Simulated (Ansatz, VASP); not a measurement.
# One calculation of MgF2, two programs

```
Mg F
1.0
     4.66778    0.00000    0.00000
     0.00000    4.66778    0.00000
     0.00000    0.00000    3.07627
Mg F
2 4
Direct
  0.00000 0.00000 0.00000
  0.50000 0.50000 0.50000
  0.30295 0.30295 0.00000
  0.19705 0.80295 0.50000
  0.69705 0.69705 0.00000
  0.80295 0.19705 0.50000
```

Alike in both runs: task single point; functional r2SCAN; k mesh 4 × 4 × 8; no spin polarisation.

|  | VASP | Ansatz |
| --- | --- | --- |
| version | VASP 6.6.1 | Ansatz 0.2.0 |
| potentials or method | VASP PAW PBE potentials, release 64 (Mg, F) | plane waves, PAW |
| plane-wave cutoff (eV) | 660 | 500 |
| occupations | gaussian, width 0.01 eV | fixed |
| valence electrons in the cell | 32 | 48 |

|  | VASP | Ansatz | Ansatz less VASP |
| --- | --- | --- | --- |
| gap on the k mesh at the Fermi level (eV) | 7.82 | 7.86 | +0.038 |
| pressure (GPa) | -4.4 | -3.0 | +1.42 |
| traceless stress, the component that is largest in VASP (GPa) | -0.37 | -0.28 | +0.092 |
| rms of the force components (eV/Å) | 0.024 | 0.021 | -0.0029 |

VASP's potentials were made for PBE, not for r2SCAN. Atom by atom the forces differ by 0.003 eV/Å (rms over components). VASP's potentials hold 32 valence electrons a cell and Ansatz's 48, so a difference there can come from the potentials and not from the codes.
